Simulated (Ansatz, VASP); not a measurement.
# CoPdO2: VASP beside Ansatz

Contents of INCAR:

```
SYSTEM = CoPdO2
PREC = Accurate
ENCUT = 700
EDIFF = 1E-6
ISMEAR = -1
SIGMA = 0.05
LREAL = .FALSE.
LASPH = .TRUE.
NELM = 200
ALGO = Normal
ISIF = 2
LWAVE = .FALSE.
LCHARG = .TRUE.
ISPIN = 2
MAGMOM = 0 1.5 0 0
LORBIT = 11
NUPDOWN = 1.5
LMAXMIX = 4
GGA = PE
LELF = .TRUE.
LVHAR = .TRUE.
NBANDS = 36
GGA_COMPAT = .FALSE.
```

KPOINTS

```
Automatic mesh
0
G
  9 9 9
  0 0 0
```

File POSCAR:

```
CoPdO2
1.0
    1.4316899074      0.8265865534      5.9577715763
   -1.4316899074      0.8265865534      5.9577715763
    0.0000000000     -1.6531731068      5.9577715763
Pd Co O
1 1 2
Direct
    0.0000000000      0.0000000000      0.0000000000
    0.5000000000      0.5000000000      0.5000000000
    0.1124760000      0.1124760000      0.1124760000
    0.8875240000      0.8875240000      0.8875240000
```

The input input.yaml:

```yaml
crystal:
  lattice:
    - [1.4316899074, 0.8265865534, 5.9577715763]
    - [-1.4316899074, 0.8265865534, 5.9577715763]
    - [0.0, -1.6531731068, 5.9577715763]
  atoms:
    - { symbol: Pd, position: [0.0, 0.0, 0.0] }
    - { symbol: Co, position: [0.5, 0.5, 0.5], spin: 1.5 }
    - { symbol: O, position: [0.112476, 0.112476, 0.112476] }
    - { symbol: O, position: [0.887524, 0.887524, 0.887524] }
hamiltonian:
  xc: pbe
  pseudopotentials: { kind: paw }
magnetization:
  spin_polarized: true
  initial_magnetization: 1.5
  spin_locking: { lock_magnetization: hard }
kpoints:
  mp_grid: { grid: [9, 9, 9] }
scf:
  occupations: { method: fermi_dirac, width: 0.05 }
  lower_state_search: "off"
output:
  forces: true
  stress: true
  eigenvalues: true
```

Alike in both runs: task single point; functional PBE; k mesh 9 × 9 × 9; occupations fermi-dirac, width 0.05 eV; collinear spin; fixed moment 1.5 μB.

|  | VASP | Ansatz |
| --- | --- | --- |
| version | VASP 6.6.1 | Ansatz 0.2.0 |
| potentials or method | VASP PAW PBE potentials, release 64 (Pd_sv_GW, Co_sv, O) | Ansatz PAW |
| plane-wave cutoff (eV) | 700 | 420 |
| valence electrons in the cell | 47 | 47 |

|  | VASP | Ansatz | Ansatz less VASP |
| --- | --- | --- | --- |
| pressure (GPa) | 5.1 | 5.7 | +0.56 |
| traceless stress, the component that is largest in VASP (GPa) | 3.13 | 3.09 | -0.049 |
| rms of the force components (eV/Å) | 0.025 | 0.026 | +0.0010 |
| net moment per atom (μB) | 0.37 | 0.38 | 0.000 |
| size of the moment on the site where the two differ most (μB) | 0.34 | 0.30 | -0.044 |

Site moments also hang on the region over which each program counts them. Atom by atom the forces differ by 0.001 eV/Å (rms over components).
